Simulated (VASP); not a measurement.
Runs of VASP 6.6.1 on MgB12. The structure is that of space group F-43m (No. 216), or close to it. The cells are those of the table. 

```tsv
task	cell	k mesh	cutoff (eV)	gap on the mesh (eV)	pressure (GPa)	relaxed volume (Å³/atom)	largest force (eV/Å)
single point	a = 5.944 Å, angles 60.0°, 13 atoms	4 × 4 × 4	520	none	105.5	-	109.56
relaxation of cell and atoms	relaxed from a = 5.355 Å, angles 60.0°, 13 atoms	8 × 8 × 8	600	none	0.0	(b)	0.01
relaxation of cell and atoms	relaxed from a = 5.944 Å, angles 60.0°, 13 atoms	4 × 4 × 4	600	none	-0.1	(a)	0.02
single point	a = 5.358 Å, angles 60.0°, 13 atoms	8 × 8 × 8	520	none	0.0	-	0.01
single point	a = 5.355 Å, angles 60.0°, 13 atoms	4 × 4 × 4	520	none	-0.4	-	0.01
```

Alike in all rows: level PBE; potentials or basis VASP PAW PBE potentials, release 64 (Mg, B); no spin polarisation; smearing gaussian 0.1 eV.

Estimate the missing entries.

(a) 10.78; (b) 8.36.

Caveats: forces of over 1 eV/Å act on the atoms, so gaps and moduli don't describe the material at rest (some runs).

A gap of «none» marks levels without a gap at the run's occupations.
